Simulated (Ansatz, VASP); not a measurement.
**One calculation of Mg, two programs**

INCAR

```
SYSTEM = Mg
ALGO = Fast
EDIFF = 1E-6
ENCUT = 520
GGA = RP
ISIF = 2
ISMEAR = -1
LASPH = .TRUE.
LCHARG = .FALSE.
LREAL = .FALSE.
LWAVE = .FALSE.
NBANDS = 9
NELM = 100
PREC = Accurate
SIGMA = 0.05
```

Contents of KPOINTS:

```
k-points
0
G
  10 10 5
  0 0 0
```

POSCAR

```
Mg
1.0
    3.2093000000      0.0000000000      0.0000000000
   -1.6046500000      2.7793353284      0.0000000000
    0.0000000000      0.0000000000      5.2103000000
Mg
2
Direct
    0.6666666667      0.3333333333      0.7500000000
    0.3333333333      0.6666666667      0.2500000000
```

Contents of input.yaml:

```yaml
crystal:
  lattice:
    - [3.2093, 0.0, 0.0]
    - [-1.60465, 2.7793353284, 0.0]
    - [0.0, 0.0, 5.2103]
  atoms:
    - { symbol: Mg, position: [0.6666666667, 0.3333333333, 0.75] }
    - { symbol: Mg, position: [0.3333333333, 0.6666666667, 0.25] }
hamiltonian:
  xc: rpbe
  pseudopotentials: { kind: paw }
kpoints:
  mp_grid: { grid: [10, 10, 5] }
  band_path:
    path:
      - [[0.0, 0.0, 0.0], [0.5, 0.0, 0.0], [0.3333333333, 0.3333333333, 0.0], [0.0, 0.0, 0.0], [0.0, 0.0, 0.5], [0.5, 0.0, 0.5], [0.3333333333, 0.3333333333, 0.5], [0.0, 0.0, 0.5]]
      - [[0.5, 0.0, 0.5], [0.5, 0.0, 0.0]]
      - [[0.3333333333, 0.3333333333, 0.0], [0.3333333333, 0.3333333333, 0.5]]
    npoints: 14
scf:
  occupations: { method: fermi_dirac, width: 0.05 }
  n_extra_bands: 6
output:
  forces: true
  stress: true
  eigenvalues: true
  fatbands: false
```

Alike in both runs: functional RPBE; k mesh 10 × 10 × 5; occupations fermi-dirac, width 0.05 eV; no spin polarisation.

|  | VASP | Ansatz |
| --- | --- | --- |
| version | VASP 6.6.1 | Ansatz 0.2.0 |
| potentials or method | VASP PAW PBE potentials, release 64 (Mg) | Ansatz PAW |
| plane-wave cutoff (eV) | 520 | 420 |
| valence electrons in the cell | 4 | 20 |
| task | single point | band structure |

|  | VASP | Ansatz | Ansatz less VASP |
| --- | --- | --- | --- |
| gap on the k mesh at the Fermi level (eV) | none | none | - |
| pressure (GPa) | 0.6 | 0.8 | +0.20 |
| traceless stress, the component that is largest in VASP (GPa) | 0.71 | 0.70 | -0.004 |

VASP's potentials were made for PBE, not for RPBE. A gap of «none» marks a metal or a gap that the smearing closes. With one functional, cell and mesh, what is left measures potentials, basis and numerics. VASP's potentials hold 4 valence electrons a cell and Ansatz's 20, so a difference there can come from the potentials and not from the codes.
